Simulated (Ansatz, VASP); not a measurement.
## NiO2: VASP beside Ansatz

```xyz
3
Lattice="2.6525 0.0000 0.0000 -1.3263 2.2971 0.0000 0.0000 0.0000 4.5631" Properties=species:S:1:pos:R:3 pbc="T T T"
Ni    0.0000    0.0000    2.2816
O     1.3263    0.7657    3.1707
O     0.0000    1.5314    1.3924
```

Alike in both runs: task single point; functional LDA; k mesh 12 × 12 × 6; occupations gaussian, width 0.05 eV; no spin polarisation.

```csv
,VASP,Ansatz
version,VASP 6.6.1,Ansatz 0.2.0
potentials or method,"VASP PAW LDA potentials, release 64 (Ni_sv_GW, O), cutoff 700 eV","scalar-relativistic, plane waves, PAW"
valence electrons in the cell,30,30
```

|  | VASP | Ansatz | Ansatz less VASP |
| --- | --- | --- | --- |
| gap on the k mesh at the Fermi level (eV) | 1.11 | 1.13 | +0.020 |
| least direct gap on the mesh (eV) | 1.45 | 1.46 | +0.013 |
| rms of the force components (eV/Å) | 1.057 | 0.979 | -0.0778 |

LDA's correlation is that of Perdew and Zunger in VASP and of Perdew and Wang (1992) in Ansatz. Atom by atom the forces differ by 0.078 eV/Å (rms over components).
